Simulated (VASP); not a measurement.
Here is a VASP 6.6.1 calculation.

The input POSCAR:

```
C
1.0
    1.7801407966      1.7801407966      0.0000000000
   -1.7801407966      1.7801407966      0.0000000000
    0.0000000000      1.7801407966      1.7801407966
C
2
Direct
    0.5000000000      0.5000000000      0.0000000000
    0.7500000000      0.2500000000      0.5000000000
```

The input INCAR.step1:

```
SYSTEM = C
PREC = Accurate ; ENCUT = 1430
ISMEAR = -1 ; SIGMA = 0.1
LREAL = .FALSE. ; LASPH = .TRUE.
NELM = 120 ; NBANDS = 11
GGA = PE ; ALGO = Normal
EDIFF = 1E-5 ; LWAVE = .TRUE.
LCHARG = .FALSE. ; GGA_COMPAT = .FALSE.
```

Contents of INCAR.step2:

```
SYSTEM = C
PREC = Accurate ; ENCUT = 1430
EDIFF = 1E-6 ; ISMEAR = -1
SIGMA = 0.1 ; LREAL = .FALSE.
LASPH = .TRUE. ; NELM = 120
ALGO = Normal ; ISIF = 2
LWAVE = .FALSE. ; LCHARG = .FALSE.
METAGGA = R2SCAN ; LMIXTAU = .TRUE.
NBANDS = 11 ; ISTART = 1
GGA_COMPAT = .FALSE.
```

File KPOINTS:

```
regular mesh
0
G
  16 16 16
  0 0 0
```

Potentials or basis: VASP PAW PBE potentials, release 64 (C_h).

Launch:

```sh
$ cat potpaw_PBE.64/C_h/POTCAR > POTCAR
$ cp INCAR.step1 INCAR
$ mpirun -np 1 vasp_std > vasp.out
$ cp INCAR.step2 INCAR
$ mpirun -np 1 vasp_std > vasp.out
```

Q: What does it give for the band gap on the k mesh?

A: 4.37 eV (least direct gap 5.89 eV).

Q: What does it give for the pressure?

A: -0.6 GPa.

Caveat: the PAW data sets were made with another functional, which shifts forces and pressure a little. A k mesh can miss the band edges.
